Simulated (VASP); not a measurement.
# LiMgB4 (P6/mmm) in VASP: a series of runs

LiMgB4 is run at these levels: PBE; tasks: single point, relaxation of cell and atoms.

Program: VASP 6.6.1. These are calculated values, not measurements. Logs are shortened: lines on timing, memory, paths and dates and some standing lists are left out, and cuts for length are marked.

**1. The cell of the first run**

Symmetry: P6/mmm, No. 191, hexagonal system. Conventional cell: a = 3.025 Å, b = 3.025 Å, c = 7.048 Å, α = 90.00°, β = 90.00°, γ = 120.00°. Li (site symmetry 6/mmm) has 12 B at 2.47 Å and 6 Li at 3.02 Å within 3.3 Å. Within 3.3 Å of Mg (site symmetry 6/mmm) lie 12 B at 2.49 Å and 6 Mg at 3.02 Å. Within 2.3 Å of B (site symmetry 3m) lie 3 B at 1.75 Å.

**2. Single point, PBE**

The input, INCAR:

```
SYSTEM = LiMgB4
ALGO = Normal
EDIFF = 1E-6
ENCUT = 520
GGA = PE
ISIF = 2
ISMEAR = 0
LASPH = .TRUE.
LCHARG = .TRUE.
LELF = .TRUE.
LREAL = .FALSE.
LVHAR = .TRUE.
LWAVE = .FALSE.
NBANDS = 18
NELM = 100
PREC = Accurate
SIGMA = 0.1
```

The input, KPOINTS:

```
k-points
0
G
  15 15 6
  0 0 0
```

The input, POSCAR:

```
LiMgB4
1.0
    3.0249148356      0.0000000000      0.0000000000
   -1.5124574178      2.6196530919      0.0000000000
    0.0000000000      0.0000000000      7.0475201454
Li Mg B
1 1 4
Direct
    0.0000000000      0.0000000000      0.5000000000
    0.0000000000      0.0000000000      0.0000000000
    0.3333333333      0.6666666667      0.7478535430
    0.6666666667      0.3333333333      0.7478535430
    0.3333333333      0.6666666667      0.2521464570
    0.6666666667      0.3333333333      0.2521464570
```

Potentials or basis: VASP PAW PBE potentials, release 64 (Li_sv, Mg, B).

The run is started by

```bash
$ cat potpaw_PBE.64/Li_sv/POTCAR potpaw_PBE.64/Mg/POTCAR potpaw_PBE.64/B/POTCAR > POTCAR
$ mpirun -np 1 vasp_std > vasp.out
```

OUTCAR:

```text
SYSTEM = LiMgB4
   EDIFF = 1E-6
   ENCUT = 520
   GGA = PE
   ISIF = 2
   ISMEAR = 0
   LASPH = .TRUE.
   LREAL = .FALSE.
   NELM = 100
   PREC = Accurate

 ion  position               nearest neighbor table
   1  0.000  0.000  0.500-
   2  0.000  0.000  0.000-   3 2.49   4 2.49   5 2.49   6 2.49   3 2.49   5 2.49   4 2.49   6 2.49
                             4 2.49   6 2.49   3 2.49   5 2.49
   3  0.333  0.667  0.748-   4 1.75   4 1.75   4 1.75   2 2.49   2 2.49   2 2.49
   4  0.667  0.333  0.748-   3 1.75   3 1.75   3 1.75   2 2.49   2 2.49   2 2.49
   5  0.333  0.667  0.252-   6 1.75   6 1.75   6 1.75   2 2.49   2 2.49   2 2.49
   6  0.667  0.333  0.252-   5 1.75   5 1.75   5 1.75   2 2.49   2 2.49   2 2.49

  LATTYP: Found a hexagonal cell.
 ALAT       =     3.0249148356
 C/A-ratio  =     2.3298243185

  Lattice vectors:

 A1 = (   3.0249148356,   0.0000000000,   0.0000000000)
 A2 = (  -1.5124574178,   2.6196530919,   0.0000000000)
 A3 = (   0.0000000000,   0.0000000000,   7.0475201454)

Analysis of symmetry for initial positions (statically):
=====================================================================
 Subroutine PRICEL returns:
 Original cell was already a primitive cell.

 Routine SETGRP: Setting up the symmetry group for a
 hexagonal supercell.

 Subroutine GETGRP returns: Found 24 space group operations
 (whereof 24 operations were pure point group operations)
 out of a pool of 24 trial point group operations.

The static configuration has the point symmetry D_6h.

Analysis of symmetry for dynamics (positions and initial velocities):
=====================================================================
 Subroutine PRICEL returns:
 Original cell was already a primitive cell.

 Routine SETGRP: Setting up the symmetry group for a
 hexagonal supercell.

 Subroutine GETGRP returns: Found 24 space group operations
 (whereof 24 operations were pure point group operations)
 out of a pool of 24 trial point group operations.

The dynamic configuration has the point symmetry D_6h.

 Subroutine INISYM returns: Found 24 space group operations
 (whereof 24 operations are pure point group operations),
 and found     1 'primitive' translations

----------------------------------------------------------------------------------------

                                     Primitive cell

  volume of cell :      55.8462

  direct lattice vectors                    reciprocal lattice vectors
     3.024914836  0.000000000  0.000000000     0.330587820  0.190864967  0.000000000
    -1.512457418  2.619653092  0.000000000     0.000000000  0.381729933  0.000000000
     0.000000000  0.000000000  7.047520145     0.000000000  0.000000000  0.141893883

  length of vectors
     3.024914836  3.024914836  7.047520145     0.381729933  0.381729933  0.141893883

  position of ions in fractional coordinates (direct lattice)
     0.000000000  0.000000000  0.500000000
     0.000000000  0.000000000  0.000000000
     0.333333333  0.666666667  0.747853543
     0.666666667  0.333333333  0.747853543
     0.333333333  0.666666667  0.252146457
     0.666666667  0.333333333  0.252146457

  ion indices of the primitive-cell ions
   primitive index   ion index
                 1           1
                 2           2
                 3           3
                 4           4
                 5           5
                 6           6

----------------------------------------------------------------------------------------

 KPOINTS: k-points

Automatic generation of k-mesh.
 Grid dimensions read from file:
 generate k-points for:   15   15    6

 Generating k-lattice:

  Cartesian coordinates                     Fractional coordinates (reciprocal lattice)
     0.022039188  0.012724331  0.000000000     0.066666667  0.000000000  0.000000000
     0.000000000  0.025448662  0.000000000     0.000000000  0.066666667  0.000000000
     0.000000000  0.000000000  0.023648981     0.000000000  0.000000000  0.166666667

  Length of vectors
     0.025448662  0.025448662  0.023648981

  Shift w.r.t. Gamma in fractional coordinates (k-lattice)
     0.000000000  0.000000000  0.000000000

 Subroutine IBZKPT returns following result:
 ===========================================

 Found    108 irreducible k-points:

 Following reciprocal coordinates:
            Coordinates               Weight
  0.000000  0.000000  0.000000      1.000000
  0.066667  0.000000  0.000000      6.000000
  0.133333  0.000000  0.000000      6.000000
  0.200000  0.000000  0.000000      6.000000
  0.266667  0.000000  0.000000      6.000000
  0.333333  0.000000  0.000000      6.000000
[... 16 lines left out ...]
  0.333333  0.200000  0.000000     12.000000
  0.400000  0.200000  0.000000      6.000000
 [... further k-points ...]
   k-points           NKPTS =    108   k-points in BZ     NKDIM =    108   number of bands    NBANDS=     18
   number of dos      NEDOS =    301   number of ions     NIONS =      6
   total plane-waves  NPLWV =  31104
   dimension x,y,z NGX =    24 NGY =   24 NGZ =   54
   dimension x,y,z NGXF=    48 NGYF=   48 NGZF=  108
   ions per type =               1   1   4
   NGX,Y,Z   is equivalent  to a cutoff of  13.19, 13.19, 12.74 a.u.
   NGXF,Y,Z  is equivalent  to a cutoff of  26.38, 26.38, 25.48 a.u.
 SYSTEM =  LiMgB4
   PREC   = accura    normal or accurate (medium, high low for compatibility)
   ISTART =      0    job   : 0-new  1-cont  2-samecut
   ICHARG =      2    charge: 1-file 2-atom 10-const
   ISPIN  =      1    spin polarized calculation?
   LNONCOLLINEAR =      F non collinear calculations
   LSORBIT =      F    spin-orbit coupling
   LASPH  =      T    aspherical Exc in radial PAW
   ENCUT  =  520.0 eV  38.22 Ry    6.18 a.u.   5.62  5.62 13.10*2*pi/ulx,y,z
   NELM   =    100;   NELMIN=  2; NELMDL= -5     # of ELM steps
   EDIFF  = 0.1E-05   stopping-criterion for ELM
   LREAL  =      F    real-space projection
   EDIFFG = 0.1E-04   stopping-criterion for IOM
   NSW    =      0    number of steps for IOM
   IBRION =     -1    ionic relax: 0-MD 1-quasi-New 2-CG
   NFREE  =      0    steps in history (QN), initial steepest desc. (CG)
   ISIF   =      2    stress and relaxation
   ISYM   =      2    0-nonsym 1-usesym 2-fastsym
   POTIM  = 0.5000    time-step for ionic-motion
   TEBEG  =    0.0;   TEEND  =   0.0 temperature during run
   PSTRESS=    0.0 pullay stress
   NELECT =      17.0000    total number of electrons
   NUPDOWN=      -1.0000    fix difference up-down
   EMIN   =  10.00;   EMAX   =-10.00  energy-range for DOS
   EFERMI =   0.00;   METHOD = LEGACY
   ISMEAR =     0;   SIGMA  =   0.10  broadening in eV -4-tet -1-fermi 0-gaus
   EFERMI_NEDOS =   21; number of points for ismear=-14 and -15
   IALGO  =     38    algorithm
   IMIX   =      4    mixing-type and parameters
     AMIX     =   0.40;   BMIX     =  1.00
     AMIX_MAG =   1.60;   BMIX_MAG =  1.00
  volume/ion in A,a.u.               =       9.31        62.81
  Fermi-wavevector in a.u.,A,eV,Ry     =   1.101269  2.081097 16.501054  1.212793
  Thomas-Fermi vector in A             =   2.237693
   LORBIT       =      0    0 simple, 1 ext, 2 COOP (PROOUT), +10 PAW based schemes
   GGA     = PE    functional components
   LHFCALC =     F    Hartree Fock is set to
   AEXX    =    0.0000 exact exchange contribution
   IVDW    =     0    specifies the selected vdW correction
   LEPSILON=     F    determine dielectric tensor
   LRPA    =     F    only Hartree local field effects (RPA)
 non-spin polarized calculation
 Gauss-broadening in eV      SIGMA  =   0.10
  energy-cutoff  :      520.00
  volume of cell :       55.85
 maximum number of plane-waves:      1525
 NGX is ok and might be reduce to    24
   NGX = 11   NGY = 11   NGZ = 27

 number of electron      16.9999993 magnetization

 Free energy of the ion-electron system (eV)
  ---------------------------------------------------
  ext. energy  EPLUGINS =         0.00000000
  ---------------------------------------------------
  free energy    TOTEN  =       -30.65078214 eV

  energy without entropy =      -30.64257541  energy(sigma->0) =      -30.64667878

 E-fermi :   4.3330     XC(G=0): -10.5877

 val. band max:        4.3260153351   @ k =   0.0667   0.0667   0.3333
 cond. band min:       4.3365188535   @ k =   0.2000   0.0000   0.1667
 fundamental gap:      0.0105035183
 Fermi energy:         4.3329647675

 k-point     1 :       0.0000    0.0000    0.0000
  band No.  band energies     occupation
      1     -40.6538      2.00000
      2      -7.5650      2.00000
      3      -6.5453      2.00000
      4      -1.8540      2.00000
      5       1.7512      2.00000
      6       5.2753      0.00000
[... 10 lines left out ...]
     17      14.9203      0.00000
     18      15.8491      0.00000

 k-point     2 :       0.0667    0.0000    0.0000
  band No.  band energies     occupation
      1     -40.6531      2.00000
      2      -7.4877      2.00000
      3      -6.4722      2.00000
      4      -1.7743      2.00000
      5       1.8337      2.00000
      6       4.8789      0.00000
[... 10 lines left out ...]
     17      14.7578      0.00000
     18      15.8970      0.00000

 k-point     3 :       0.1333    0.0000    0.0000
  band No.  band energies     occupation
      1     -40.6512      2.00000
      2      -7.2566      2.00000
      3      -6.2534      2.00000
      4      -1.5364      2.00000
      5       2.0798      2.00000
      6       3.8748      2.00000
[... 10 lines left out ...]
     17      14.6018      0.00000
     18      16.2547      0.00000

 k-point     4 :       0.2000    0.0000    0.0000
  band No.  band energies     occupation
      1     -40.6483      2.00000
      2      -6.8733      2.00000
      3      -5.8897      2.00000
      4      -1.1441      2.00000
      5       2.4778      2.00000
      6       2.5760      2.00000
[... 10 lines left out ...]
     17      14.9199      0.00000
     18      15.7321      0.00000

 k-point     5 :       0.2667    0.0000    0.0000
  band No.  band energies     occupation
      1     -40.6450      2.00000
      2      -6.3412      2.00000
      3      -5.3827      2.00000
      4      -0.6064      2.00000
      5       1.1880      2.00000
      6       1.7738      2.00000
[... 10 lines left out ...]
     17      15.6656      0.00000
     18      16.3024      0.00000

 k-point     6 :       0.3333    0.0000    0.0000
  band No.  band energies     occupation
      1     -40.6419      2.00000
      2      -5.6659      2.00000
      3      -4.7355      2.00000
      4      -0.1935      2.00000
      5       0.0687      2.00000
      6       0.4673      2.00000
[... 10 lines left out ...]
     17      16.0072      0.00000
     18      17.1035      0.00000

 k-point     7 :       0.4000    0.0000    0.0000
  band No.  band energies     occupation
      1     -40.6395      2.00000
      2      -4.8602      2.00000
      3      -3.9546      2.00000
      4      -1.4741      2.00000
      5      -0.7781      2.00000
      6       0.7932      2.00000
[... 10 lines left out ...]
     17      15.8913      0.00000
     18      17.2855      0.00000

 k-point     8 :       0.4667    0.0000    0.0000
  band No.  band energies     occupation
      1     -40.6381      2.00000
      2      -3.9906      2.00000
      3      -3.0718      2.00000
      4      -2.5902      2.00000
      5      -1.8994      2.00000
      6       1.4002      2.00000
[... 10 lines left out ...]
     17      15.8347      0.00000
     18      17.0819      0.00000
[... 229 lines left out ...]
     17      15.4860      0.00000
     18      17.1016      0.00000

 k-point    20 :       0.4000    0.1333    0.0000
  band No.  band energies     occupation
      1     -40.6374      2.00000
      2      -3.7796      2.00000
      3      -2.8712      2.00000
      4      -2.4025      2.00000
      5      -1.7070      2.00000
      6       1.5073      2.00000
[... 10 lines left out ...]
     17      15.2245      0.00000
     18      17.2361      0.00000

 k-point    21 :       0.2000    0.2000    0.0000
  band No.  band energies     occupation
      1     -40.6411      2.00000
      2      -5.5172      2.00000
      3      -4.5936      2.00000
      4       0.2215      2.00000
      5       0.4040      2.00000
      6       1.0868      2.00000
[... 10 lines left out ...]
     17      15.1616      0.00000
     18      15.6944      0.00000

 k-point    22 :       0.2667    0.2000    0.0000
  band No.  band energies     occupation
      1     -40.6388      2.00000
      2      -4.7843      2.00000
      3      -3.8861      2.00000
      4      -0.6032      2.00000
      5       0.1147      2.00000
      6       0.8762      2.00000
[... 10 lines left out ...]
     17      14.8394      0.00000
     18      16.0767      0.00000

 k-point    23 :       0.3333    0.2000    0.0000
  band No.  band energies     occupation
      1     -40.6373      2.00000
      2      -3.9417      2.00000
      3      -3.0591      2.00000
      4      -1.6980      2.00000
      5      -0.9695      2.00000
      6       0.5918      2.00000
[... 10 lines left out ...]
     17      14.4529      0.00000
     18      17.1967      0.00000

 k-point    24 :       0.4000    0.2000    0.0000
  band No.  band energies     occupation
      1     -40.6367      2.00000
      2      -3.2716      2.00000
      3      -2.4635      2.00000
      4      -2.3267      2.00000
      5      -1.7983      2.00000
      6       0.4967      2.00000
[... 10 lines left out ...]
     17      14.4720      0.00000
     18      17.2741      0.00000

 [... further k-points ...]
[... 5 lines left out ...]
  --------------------------------------------------------------------------------------
  -------------------------------------------------------------------------------------
  Total       -0.0339376     -0.0339376     -0.0935526     -0.0000000      0.0000000      0.0000000
  in kB       -0.9736387     -0.9736387     -2.6839432     -0.0000000      0.0000000      0.0000000
  external PRESSURE =      -1.5437402 kB  Pullay stress =       0.0000000 kB

 VOLUME and BASIS-vectors are now :
 -----------------------------------------------------------------------------
  energy-cutoff  :      520.00
  volume of cell :       55.85
      direct lattice vectors                 reciprocal lattice vectors
     3.024914836  0.000000000  0.000000000     0.330587820  0.190864967  0.000000000
    -1.512457418  2.619653092  0.000000000     0.000000000  0.381729933  0.000000000
     0.000000000  0.000000000  7.047520145     0.000000000  0.000000000  0.141893883

 POSITION                                       TOTAL-FORCE (eV/Angst)
 -----------------------------------------------------------------------------------
      0.00000      0.00000      3.52376         0.000000      0.000000     -0.000000
      0.00000      0.00000      0.00000         0.000000      0.000000     -0.000000
     -0.00000      1.74644      5.27051        -0.000000      0.000000      0.007740
      1.51246      0.87322      5.27051         0.000000     -0.000000      0.007740
     -0.00000      1.74644      1.77701        -0.000000      0.000000     -0.007740
      1.51246      0.87322      1.77701         0.000000     -0.000000     -0.007740
 -----------------------------------------------------------------------------------
    total drift:                                0.000000      0.000000     -0.000000

  FREE ENERGIE OF THE ION-ELECTRON SYSTEM (eV)
  ---------------------------------------------------
  free  energy   TOTEN  =       -30.6507821406 eV

  energy  without entropy=      -30.6425754110  energy(sigma->0) =      -30.64667878
```

It took 74 s on 1 thread of Intel Xeon Platinum 8259CL at 2.50GHz (Skylake/Cascade Lake), shared host; peak memory 0.25 GiB.

Results:

```yaml
Free_energy: -30.6508 eV
Largest_force: 0.008 eV/Å
```

Forces in eV/Å, atoms in the order of the input:
```
Li   0.000  0.000  0.000
Mg   0.000  0.000  0.000
B    0.000  0.000  0.008
B    0.000  0.000  0.008
B    0.000  0.000 -0.008
B    0.000  0.000 -0.008
```

Caveat: the cutoff is under 1.25 times the usual one of these potentials, so pressure, stress and relaxed cells hold a basis-set (Pulay) error.

[end of part 1 of 2]
